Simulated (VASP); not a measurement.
# AlNi3: single point with PBE

AlNi3:

```
Al Ni
1.0
     3.56675    0.00000    0.00000
     0.00000    3.56675    0.00000
     0.00000    0.00000    3.56675
Al Ni
1 3
Direct
  0.00000 0.00000 0.00000
  0.00000 0.50000 0.50000
  0.50000 0.00000 0.50000
  0.50000 0.50000 0.00000
```

| Item | Value |
| --- | --- |
| Program | VASP 6.6.1 |
| Task | single point |
| Functional | PBE |
| Potentials or basis | VASP PAW PBE potentials, release 64 (Al, Ni) |
| Cutoff | 520 eV |
| k mesh | 14 × 14 × 14 |
| Occupations | gaussian, width 0.1 eV |
| Spin | collinear spin, ferromagnetic start |
| Starting moments | [0.0, 0.3, 0.3, 0.3] μB |

```
Pressure                                              : 0.1 GPa
Net moment                                            : 0.71 μB per cell
Site moments                                          : Al -0.01; Ni +0.26 μB
Valence electrons inside the program's atomic spheres : Al 0.80; Ni 9.38
```

Levels at points of the mesh, in eV from the Fermi level:
Spin up:
```tsv
k point	band 15	band 16	band 17	band 18	band 19	band 20
(0.00, 0.00, 0.00)	-0.10	-0.10	0.87	0.87	0.87	6.51
(0.50, 0.00, 0.00)	-1.04	-0.51	-0.10	5.45	5.45	5.56
(0.50, 0.50, 0.00)	-0.98	-0.96	-0.58	0.81	0.81	8.08
(0.50, 0.50, 0.50)	-1.06	-0.26	-0.26	-0.26	-0.15	3.32
```
Spin down:
```tsv
k point	band 13	band 14	band 15	band 16	band 17	band 18	band 19	band 20
(0.00, 0.00, 0.00)	0.01	0.34	0.34	0.34	0.83	0.83	0.83	6.60
(0.50, 0.00, 0.00)	-0.91	-0.91	-0.81	-0.32	0.34	5.51	5.51	5.61
(0.50, 0.50, 0.00)	-1.12	-1.07	-0.77	-0.57	-0.44	1.10	1.10	8.10
(0.50, 0.50, 0.50)	-1.14	-0.88	-0.88	-0.17	0.11	0.11	0.11	3.41
```

It took 3.9 min on 1 thread of Intel Xeon 6975P-C, on a shared host, peak memory 0.33 GiB.
